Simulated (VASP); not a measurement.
A run of VASP 6.6.1 is set up as follows.

The input INCAR:

```
SYSTEM = ZnSe
ALGO = Normal ; EDIFF = 1E-6
ENCUT = 520 ; ISIF = 2
ISMEAR = 0 ; LASPH = .True.
LCHARG = .False. ; LREAL = .False.
LWAVE = .False. ; NBANDS = 26
NELM = 60 ; PREC = Accurate
SIGMA = 0.05
```

Contents of KPOINTS:

```
k-points
0
Gamma
  8 8 6
  0 0 0
```

The input POSCAR:

```
ZnSe
1.0
    4.2616000000      0.0000000000      0.0000000000
    0.0000000000      4.2616000000      0.0000000000
    0.0000000000      0.0000000000      5.2564395555
Zn Se
2 2
Direct
    0.0000000000      0.0000000000      0.0000000000
    0.5000000000      0.5000000000      0.0000000000
    0.0000000000      0.5000000000      0.2796655406
    0.5000000000      0.0000000000      0.7203344594
```

Potentials or basis: VASP PAW LDA potentials, release 64 (Zn, Se).

Run with:

```bash
$ cat potpaw_LDA.64/Zn/POTCAR potpaw_LDA.64/Se/POTCAR > POTCAR
$ mpirun -np 1 vasp_std > vasp.out
```

Q: Predict the band gap on the k mesh.

A: 1.11 eV, direct.

Q: Predict the pressure.

A: -7.2 GPa.

Stress tensor (GPa, compression positive):
```
-8.07  0.00  0.00
 0.00 -8.07  0.00
 0.00  0.00 -5.52
```

A k mesh can miss the band edges. A hybrid or GW would open this gap; LDA tends to underestimate it.
